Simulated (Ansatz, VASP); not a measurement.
**One calculation of HfC, two programs**

```
Hf C
1.0
     0.00000    2.30940    2.30940
     2.30940    0.00000    2.30940
     2.30940    2.30940    0.00000
Hf C
1 1
Direct
  0.50000 0.50000 0.50000
  0.00000 0.00000 0.00000
```

Change from the starting cell: volume scaled by 0.98, PAW files.

Alike in both runs: task electric field gradients; functional PBEsol; k mesh 15 × 15 × 15; occupations fermi-dirac, width 0.05 eV; no spin polarisation.

|  | VASP | Ansatz |
| --- | --- | --- |
| version | VASP 6.6.1 | Ansatz 0.2.0 |
| potentials or method | VASP PAW PBE potentials, release 64 (Hf_pv, C) | PAW with Ansatz's default frozen-core files, scalar-relativistic |
| plane-wave cutoff (eV) | 520 | 420 |
| valence electrons in the cell | 14 | 30 |

Ansatz gave:

| Property | Result |
| --- | --- |
| pressure (GPa) | -1.9 |

Problem. Which values does VASP return?

Solution. Pressure (GPa): -2.2.

VASP's potentials were made for PBE, not for PBEsol. With one functional, cell and mesh, what is left measures potentials, basis and numerics. VASP's potentials hold 14 valence electrons a cell and Ansatz's 30, so a difference there can come from the potentials and not from the codes.

Neither program's run includes spin-orbit coupling.
